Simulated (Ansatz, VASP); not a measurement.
One calculation of SiO2, two programs

```
Si O
1.0
     4.92889    0.00000    0.00000
     0.00000    4.92889    0.00000
     0.00000    0.00000    7.28881
Si O
4 8
Direct
  0.00000 0.00000 0.00000
  0.00000 0.50000 0.25000
  0.50000 0.50000 0.50000
  0.50000 0.00000 0.75000
  0.09855 0.25000 0.12500
  0.25000 0.59855 0.37500
  0.75000 0.40145 0.37500
  0.90145 0.75000 0.12500
  0.59855 0.75000 0.62500
  0.75000 0.09855 0.87500
  0.25000 0.90145 0.87500
  0.40145 0.25000 0.62500
```

Alike in both runs: task single point; functional LDA; k mesh 6 × 6 × 4; occupations gaussian, width 0.02 eV; no spin polarisation.

|  | VASP | Ansatz |
| --- | --- | --- |
| version | VASP 6.6.1 | Ansatz 0.2.0 |
| potentials or method | VASP PAW LDA potentials, release 64 (Si, O), cutoff 520 eV | scalar-relativistic, plane waves, PAW |
| valence electrons in the cell | 64 | 64 |

|  | VASP | Ansatz | Ansatz less VASP |
| --- | --- | --- | --- |
| gap on the k mesh at the Fermi level (eV) | 5.76 | 5.76 | +0.001 |
| least direct gap on the mesh (eV) | 5.76 | 5.76 | +0.001 |
| pressure (GPa) | 0.6 | 0.0 | -0.55 |
| rms of the force components (eV/Å) | 0.014 | 0.001 | -0.0128 |

LDA's correlation is that of Perdew and Zunger in VASP and of Perdew and Wang (1992) in Ansatz. Atom by atom the forces differ by 0.013 eV/Å (rms over components).
